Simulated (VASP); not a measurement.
A run of VASP 6.6.1 is set up as follows.

The input INCAR:

```
SYSTEM = Al
PREC     = Accurate       ! precision mode
ENCUT    = 520            ! plane-wave cutoff, eV
EDIFF    = 1E-6           ! SCF threshold, eV
ISMEAR   = -1             ! smearing method
SIGMA    = 0.05           ! smearing width, eV
LREAL    = Auto         
LASPH    = .TRUE.         ! aspherical terms in the spheres
NELM     = 100            ! most SCF steps
ALGO     = Normal         ! electronic algorithm
ISIF     = 2              ! what is computed and relaxed
LWAVE    = .FALSE.        ! write WAVECAR
LCHARG   = .FALSE.        ! write CHGCAR
GGA      = PE             ! functional
IVDW     = 12             ! dispersion correction
NBANDS   = 38             ! bands
```

The input KPOINTS:

```
Automatic mesh
0
Gamma
  2 2 2
  0.5 0.5 0.5
```

File POSCAR:

```
Al
1.0
    4.0479600000      4.0479600000     -4.0479600000
   -4.0479600000     -4.0479600000     -4.0479600000
   -4.0479600000      4.0479600000      4.0479600000
Al
16
Direct
    0.2898950335      0.7874682556      0.0160071987
    0.5204291791      0.5173116829      0.0373747517
    0.7897305062      0.2813328195      0.0295673623
    0.7874176128      0.7804400241      0.5366881096
    0.0431703871      0.7866194330      0.2922444886
    0.2749618326      0.5227239153      0.2585489975
    0.5540687161      0.2916170120      0.2926372790
    0.7679809089      0.0128819208      0.2822563711
    0.0304846145      0.0384317039      0.0300065959
    0.5166914940      0.7721703031      0.7772339648
    0.7734789869      0.5413180960      0.7910611765
    0.0352953092      0.5326474323      0.5220457959
    0.2798861649      0.2935523078      0.5388079428
    0.5035190565      0.0218489066      0.5190430488
    0.0259067530      0.2686056680      0.7785347434
    0.2870660777      0.0354975099      0.7706305151
```

Potentials or basis: VASP PAW PBE potentials, release 64 (Al).

The run is started by

```sh
$ cat potpaw_PBE.64/Al/POTCAR > POTCAR
$ mpirun -np 1 vasp_std > vasp.out
```

(1) What does it give for the band gap on the k mesh?

(2) What does it give for the largest force?

(3) Predict the dispersion energy per atom.

## Answers

(1) zero (band 24 reaches 7.61 eV, above the bottom of band 25 at 7.28 eV).

(2) 0.722 eV/Å.

(3) -0.335 eV.

Caveat: the k points lie up to 0.55 Å⁻¹ apart.
